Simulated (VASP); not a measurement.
# BaTiO3 (P1) in VASP: settings compared, part 2 of 2

VASP 6.6.1. Earlier steps stand in the parts before.

### Step 3. Single point, LDA+U

INCAR

```
PREC = Accurate
ENCUT = 600
EDIFF = 1E-6
ISMEAR = -1
SIGMA = 0.05
LREAL = False
LASPH = True
NELM = 200
ALGO = Normal
ISIF = 2
LWAVE = False
LCHARG = False
LMAXMIX = 4
LDAU = True
LDAUTYPE = 2
LDAUL = -1 2 -1
LDAUU = 0 5 0
LDAUJ = 0 0 0
LDAUPRINT = 1
NBANDS = 28
GGA_COMPAT = False
```

KPOINTS

```
Automatic mesh
0
Gamma
  7 7 7
```

POSCAR

```
BaTiO3
1.0
    2.8276681600      1.6325549700      2.3177316100
   -2.8276681600      1.6325549700      2.3177316100
    0.0000000000     -3.2651099400      2.3177316100
Ba Ti O
1 1 3
Direct
    0.0334731600      0.9884685300      0.0018377600
    0.5061032600      0.5274847800      0.5372321600
    0.4862471500      0.4971470800      0.9711514600
    0.4740898700      0.9864150100      0.4720123700
    0.9787865600      0.4791845900      0.4964662400
```

Potentials or basis: VASP PAW LDA potentials, release 64 (Ba_sv, Ti_sv, O).

Started as:

```console
$ cat potpaw_LDA.64/Ba_sv/POTCAR potpaw_LDA.64/Ti_sv/POTCAR potpaw_LDA.64/O/POTCAR > POTCAR
$ mpirun -np 1 vasp_std > vasp.out
```

OUTCAR:

```text
PREC = Accurate
   ENCUT = 600
   EDIFF = 1E-6
   ISMEAR = -1
   LREAL = False
   LASPH = True
   NELM = 200
   ISIF = 2

 ion  position               nearest neighbor table
   1  0.033  0.988  0.002-   4 2.58   3 2.67   3 2.73   4 2.76   5 2.80   5 2.83   5 2.85   5 2.89
                             4 2.92   3 2.95   3 2.99   4 3.09   2 3.23   2 3.37   2 3.40   2 3.42
   2  0.506  0.527  0.537-   3 1.74   4 1.86   5 1.91   5 2.13   4 2.19   3 2.27   1 3.23   1 3.37
                             1 3.40   1 3.42   1 3.53   1 3.54   1 3.59   1 3.70
   3  0.486  0.497  0.971-   2 1.74   2 2.27   1 2.67   1 2.73   1 2.95   1 2.99
   4  0.474  0.986  0.472-   2 1.86   2 2.19   1 2.58   1 2.76   1 2.92   1 3.09
   5  0.979  0.479  0.496-   2 1.91   2 2.13   1 2.80   1 2.83   1 2.85   1 2.89

  LATTYP: Found a trigonal (rhomboedric) cell.
 ALAT       =     4.0041007441
 COS(alpha) =     0.0025827219

  Lattice vectors:

 A1 = (   2.8276681600,   1.6325549700,   2.3177316100)
 A2 = (  -2.8276681600,   1.6325549700,   2.3177316100)
 A3 = (   0.0000000000,  -3.2651099400,   2.3177316100)

Analysis of symmetry for initial positions (statically):
=====================================================================
 Subroutine PRICEL returns:
 Original cell was already a primitive cell.

 Routine SETGRP: Setting up the symmetry group for a
 trigonal (rhombohedral) supercell.

 Subroutine GETGRP returns: Found  1 space group operations
 (whereof  1 operations were pure point group operations)
 out of a pool of 12 trial point group operations.

The static configuration has the point symmetry C_1 .

Analysis of symmetry for dynamics (positions and initial velocities):
=====================================================================
 Subroutine PRICEL returns:
 Original cell was already a primitive cell.

 Routine SETGRP: Setting up the symmetry group for a
[... 181 lines left out ...]
  o =  0.2370  v =  0.0000  0.0000  0.0000  0.0000  0.0000 -0.7009 -0.0021 -0.0482 -0.7098 -0.0507      0.0000  0.0000  0.0000  0.0000  0.0000  0.0000  0.0000  0.0000  0.0000  0.0000
  o =  0.2370  v = -0.7009 -0.0021 -0.0482 -0.7098 -0.0507  0.0000  0.0000  0.0000  0.0000  0.0000      0.0000  0.0000  0.0000  0.0000  0.0000  0.0000  0.0000  0.0000  0.0000  0.0000
  o =  0.2821  v =  0.0000  0.0000  0.0000  0.0000  0.0000  0.0170 -0.7684 -0.0267  0.0329 -0.6384      0.0000  0.0000  0.0000  0.0000  0.0000  0.0000  0.0000  0.0000  0.0000  0.0000
  o =  0.2821  v =  0.0170 -0.7684 -0.0267  0.0329 -0.6384  0.0000  0.0000  0.0000  0.0000  0.0000      0.0000  0.0000  0.0000  0.0000  0.0000  0.0000  0.0000  0.0000  0.0000  0.0000

 number of electron      40.0000003 magnetization

 Free energy of the ion-electron system (eV)
  ---------------------------------------------------
  ext. energy  EPLUGINS =         0.00000000
  ---------------------------------------------------
  free energy    TOTEN  =       -40.24176597 eV

  energy without entropy =      -40.24176597  energy(sigma->0) =      -40.24176597

 E-fermi :   4.7833     XC(G=0): -11.7002

 val. band max:        3.5706275821   @ k =  -0.4286   0.4286  -0.2857
 cond. band min:       6.7595021596   @ k =   0.0000   0.0000   0.0000
 fundamental gap:      3.1888745775
 Fermi energy:         4.7832791129

 k-point     1 :       0.0000    0.0000    0.0000
  band No.  band energies     occupation
      1     -52.9960      2.00000
      2     -29.7453      2.00000
      3     -29.6056      2.00000
      4     -29.5729      2.00000
      5     -21.0518      2.00000
      6     -13.0278      2.00000
[... 733 lines left out ...]
     27      11.2483      0.00000
     28      12.1146      0.00000

 [... further k-points ...]

------------------------ aborting loop because EDIFF is reached ----------------------------------------

  FORCE on cell =-STRESS in cart. coord.  units (eV):
  Direction    XX          YY          ZZ          XY          YZ          ZX
  --------------------------------------------------------------------------------------
  -------------------------------------------------------------------------------------
  Total        1.2332093      3.5044370      1.8627641     -0.0884555     -2.1514299     -0.1111147
  in kB       30.7777387     87.4617548     46.4898115     -2.2076219    -53.6941701     -2.7731372
  external PRESSURE =      54.9097683 kB  Pullay stress =       0.0000000 kB

 VOLUME and BASIS-vectors are now :
 -----------------------------------------------------------------------------
  energy-cutoff  :      600.00
  volume of cell :       64.20
      direct lattice vectors                 reciprocal lattice vectors
     2.827668160  1.632554970  2.317731610     0.176824143  0.102089467  0.143818780
    -2.827668160  1.632554970  2.317731610    -0.176824143  0.102089467  0.143818780
     0.000000000 -3.265109940  2.317731610     0.000000000 -0.204178934  0.143818780

 POSITION                                       TOTAL-FORCE (eV/Angst)
 -----------------------------------------------------------------------------------
     -2.70041      1.66238      2.37285        -1.226601     -0.401265     -0.160345
     -0.06046     -0.06673      3.64074         1.105589      2.055054     -2.841847
     -0.03082     -1.56547      4.53011         0.123799     -2.190988      1.534938
     -1.44869      0.84318      4.47906        -0.195205      0.080129      0.945402
      1.41271      0.75920      4.52986         0.192417      0.457070      0.521853
 -----------------------------------------------------------------------------------
    total drift:                                0.000036     -0.000133     -0.000081

  FREE ENERGIE OF THE ION-ELECTRON SYSTEM (eV)
  ---------------------------------------------------
  free  energy   TOTEN  =       -40.2417659713 eV

  energy  without entropy=      -40.2417659713  energy(sigma->0) =      -40.24176597
```

Wall time 2.8 min (1 thread of Intel Xeon Platinum 8559C (Emerald Rapids), shared host); peak memory 0.44 GiB.

What came out:

- Free energy: -40.2418 eV
- Pressure: 5.5 GPa
- Largest force: 3.677 eV/Å
- Band gap on the k mesh: 3.19 eV (least direct gap 3.73 eV)

Forces in eV/Å, atoms in the order of the input:
```
Ba  -1.227 -0.401 -0.160
Ti   1.106  2.055 -2.842
O    0.124 -2.191  1.535
O   -0.195  0.080  0.945
O    0.192  0.457  0.522
```

Eigenvalues of the final occupation matrices:
```
    site  spin  trace               eigenvalues
site 2 d     1   0.88  0.11 0.12 0.13 0.24 0.28
site 2 d     2   0.88  0.11 0.12 0.13 0.24 0.28
```

Caveat: the stress differs along the axes, from 3 to 9 GPa; spin-orbit coupling is left out, which moves the levels of the heavy elements; forces of over 1 eV/Å act on the atoms, so gaps and moduli don't describe the material at rest.

### Step 4. Relaxation of cell and atoms, LDA+U

INCAR

```
SYSTEM = BaTiO3
  PREC = Accurate
  ENCUT = 600
  EDIFF = 1E-7
  ISMEAR = -1
  SIGMA = 0.05
  LREAL = .FALSE.
  LASPH = .TRUE.
  NELM = 200
  ALGO = Normal
  ISIF = 3
  LWAVE = .FALSE.
  LCHARG = .FALSE.
  LMAXMIX = 4
  LDAU = .TRUE.
  LDAUTYPE = 2
  LDAUL = -1 2 -1
  LDAUU = 0 1 0
  LDAUJ = 0 0 0
  LDAUPRINT = 1
  GGA = CA
  IBRION = 2
  NSW = 60
  EDIFFG = -0.01
  GGA_COMPAT = .FALSE.
  NELMIN = 4
  KPAR = 4
```

KPOINTS

```
regular mesh
0
G
  7 7 7
  0 0 0
```

POSCAR is that of step 3.

Started as:

```console
$ cat potpaw_LDA.64/Ba_sv/POTCAR potpaw_LDA.64/Ti_sv/POTCAR potpaw_LDA.64/O/POTCAR > POTCAR
$ mpirun -np 4 vasp_std > vasp.out
```

Wall time 15 min (4 MPI ranks of Oxide Virtual Turin-like, shared host); peak memory 0.41 GiB.

It converged, with:

```yaml
Free_energy: -43.4589 eV
Relaxed_volume: 12.41 Å³/atom
Relaxed_cell: a = 3.961 Å, b = 3.956 Å, c = 3.960 Å, α = 89.98°, β = 89.98°, γ = 89.99°
Space_group_after_relaxing_to_0.1_Å: Pm-3m (No. 221)
Energy_gained_by_relaxing: 62.4 meV/atom
Ionic_steps: 20
Pressure_after_relaxing: 0.0 GPa
Largest_force_after_relaxing: 0.008 eV/Å
Band_gap_on_the_k_mesh: 1.97 eV (least direct gap 2.06 eV)
```

Forces in eV/Å, atoms in the order of the input:
```
Ba   0.002  0.001 -0.006
Ti  -0.002  0.002 -0.002
O   -0.004  0.003  0.004
O    0.001 -0.002 -0.002
O    0.003 -0.003  0.006
```

Step by step:
```tsv
step	energy change (eV)	largest force (eV/Å)	pressure (GPa)	volume (Å³)
1	0.0000	2.4702	1.47	64.20
2	-0.1581	0.5525	-6.43	65.27
3	-0.1768	0.7505	-4.75	64.92
4	-0.2580	0.4309	2.84	61.89
5	-0.2584	0.4497	2.34	62.06
6	-0.3013	0.1856	0.72	62.17
7	-0.3030	0.2051	0.43	62.19
8	-0.3075	0.1223	-0.65	62.49
9	-0.3077	0.0966	-0.99	62.58
10	-0.3102	0.0816	0.01	62.21
11	-0.3102	0.0877	0.13	62.16
12	-0.3110	0.0609	0.09	62.15
13	-0.3114	0.0525	0.05	62.12
14	-0.3118	0.0310	-0.13	62.15
15	-0.3119	0.0214	-0.28	62.17
16	-0.3120	0.0213	0.21	61.98
17	-0.3120	0.0211	0.05	62.05
18	-0.3121	0.0133	0.03	62.04
19	-0.3122	0.0125	0.01	62.03
20	-0.3122	0.0078	-0.02	62.04
```

Final structure:
```
CELL_PARAMETERS angstrom
2.80059 1.61674 2.28761
-2.79672 1.61464 2.28435
0.00031 -3.23255 2.28704
ATOMIC_POSITIONS crystal
Ba 0.99833 0.99742 0.99829
Ti 0.50366 0.50055 0.50330
O 0.49308 0.49389 0.99081
O 0.49315 0.99263 0.49324
O 0.99048 0.49422 0.49306
```

Levels at points of the mesh, in eV from the valence-band top:
```
           k point  band 16  band 17  band 18  band 19  band 20  band 21  band 22  band 23  band 24
(0.00, 0.00, 0.00)    -1.14    -1.10    -0.12    -0.10    -0.09     1.97     1.99     2.02     4.31
```

Eigenvalues of the final occupation matrices:
```csv
site,spin,trace,eigenvalues
site 2 d,1,0.88,0.12 0.12 0.13 0.25 0.25
site 2 d,2,0.88,0.12 0.12 0.13 0.25 0.25
```

Caveat: spin-orbit coupling is left out, which moves the levels of the heavy elements. A k mesh can miss the band edges.

### Step 5. The runs side by side

```tsv
task	level	potentials or basis	U	cell	k mesh	cutoff (eV)	gap on the mesh (eV)	pressure (GPa)	largest force (eV/Å)
single point	PBE	VASP PAW PBE potentials, release 64 (Ba_sv, Ti_sv, O_h)	-	as given	3 × 3 × 3	1340	2.99	11.2	2.14
single point	LDA+U	VASP PAW LDA potentials, release 64 (Ba_sv, Ti_sv, O)	Ti d U = 5.0 eV	as given	7 × 7 × 7	600	3.19	5.5	3.68
relaxation of cell and atoms	LDA+U	VASP PAW LDA potentials, release 64 (Ba_sv, Ti_sv, O)	Ti d U = 1.0 eV	relaxed	7 × 7 × 7	600	1.97	0.0	0.01
```

Alike in all rows: no spin polarisation; smearing fermi-dirac 0.05 eV.

Caveats: some runs use coarse meshes; spin-orbit coupling is left out, which moves the levels of the heavy elements; forces of over 1 eV/Å act on the atoms, so gaps and moduli don't describe the material at rest (at least some runs); the stress differs along the axes, from 3 to 9 GPa (at least some runs).

Absolute energies hang on the potentials; compare differences alone.
